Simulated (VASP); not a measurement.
The system is MgO.

```
Mg O
1.0
     2.91830    0.00000    0.00000
    -1.45915    2.52732    0.00000
     0.00000    0.00000    2.66170
Mg O
1 1
Direct
  0.00000 0.00000 0.00000
  0.33333 0.66667 0.50000
```

This cell differs from its parent crystal: volume scaled by 0.98.

Base run:

- Program: VASP 6.6.1
- Functional: PBEsol
- Potentials or basis: VASP PAW PBE potentials, release 64 (Mg, O)
- Cutoff: 520 eV
- k mesh: 10 × 10 × 10
- Occupations: fermi-dirac, width 0.05 eV
- Spin: no spin polarisation

Its results: band gap on the k mesh 3.08 eV, indirect (least direct gap 3.48 eV); pressure -1.6 GPa.

Problem. After a change of settings the same cell gave: band gap on the k mesh 4.72 eV, indirect (least direct gap 5.16 eV); pressure -3.2 GPa. Which change was it?
A. functional from PBEsol to PBE
B. functional from PBEsol to LDA; potentials or basis from VASP PAW PBE potentials, release 64 (Mg, O) to VASP PAW LDA potentials, release 64 (Mg, O)
C. functional from PBEsol to HSE06; k mesh from 10 × 10 × 10 to 6 × 6 × 6

Solution. C.

Caveats: the PAW data sets were made with another functional, which shifts forces and pressure a little.
